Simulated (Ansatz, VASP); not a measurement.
One calculation of Si2N, two programs

The input INCAR:

```
SYSTEM = Si2N
PREC = Accurate ; ENCUT = 520
EDIFF = 1E-7 ; ISMEAR = 0
SIGMA = 0.1 ; LREAL = .FALSE.
LASPH = .TRUE. ; NELM = 150
ALGO = Normal ; ISIF = 2
LWAVE = .FALSE. ; LCHARG = .FALSE.
ISPIN = 2 ; MAGMOM = 0 0 1
LORBIT = 11 ; GGA = PE
NBANDS = 18
```

KPOINTS

```
regular mesh
0
G
  4 8 4
  0 0 0
```

The input POSCAR:

```
Si2N
1.0
    4.1702503300      0.0000000000      0.0000000000
    0.0000000000      2.2853843900      0.0000000000
   -0.9379563700      0.0000000000      4.3210454000
Si N
2 1
Direct
    0.5000000000      0.4639600700      0.0000000000
    0.0000000000      0.9409087200      0.0000000000
    0.0000000000      0.6605855100      0.5000000000
```

Input for Ansatz:

```yaml
crystal:
  lattice:
    - [4.17025033, 0.0, 0.0]
    - [0.0, 2.28538439, 0.0]
    - [-0.93795637, 0.0, 4.3210454]
  atoms:
    - { symbol: Si, position: [0.5, 0.46396007, 0.0] }
    - { symbol: Si, position: [0.0, 0.94090872, 0.0] }
    - { symbol: "N", position: [0.0, 0.66058551, 0.5], spin: 1.0 }
basis:
  ecutwfc: 420
kpoints:
  mp_grid: { grid: [4, 8, 4] }
hamiltonian:
  xc: pbe
scf:
  occupations: { method: gaussian, width: 0.1 }
  lower_state_search: "off"
output:
  forces: true
  stress: true
  eigenvalues: true
  populations: true
magnetization:
  spin_polarized: true
```

Alike in both runs: task single point; functional PBE; k mesh 4 × 8 × 4; occupations gaussian, width 0.1 eV; collinear spin.

```csv
,VASP,Ansatz
version,VASP 6.6.1,Ansatz 0.2.0
potentials or method,"VASP PAW PBE potentials, release 64 (Si, N), cutoff 520 eV","scalar-relativistic, plane waves, PAW"
valence electrons in the cell,13,13
```

|  | VASP | Ansatz | Ansatz less VASP |
| --- | --- | --- | --- |
| gap on the k mesh at the Fermi level (eV) | none | none | - |
| pressure (GPa) | 2.8 | 3.0 | +0.16 |
| traceless stress, the component that is largest in VASP (GPa) | -38.42 | -38.60 | -0.173 |
| rms of the force components (eV/Å) | 0.334 | 0.333 | -0.0003 |
| net moment per atom (μB) | 0.00 | 0.00 | 0.000 |

Atom by atom the forces differ by 0.000 eV/Å (rms over components). A gap of «none» marks a metal or a gap that the smearing closes. Ansatz's warnings: seeded moment not kept.

The k mesh is coarse, so the values compare programs but aren't converged.
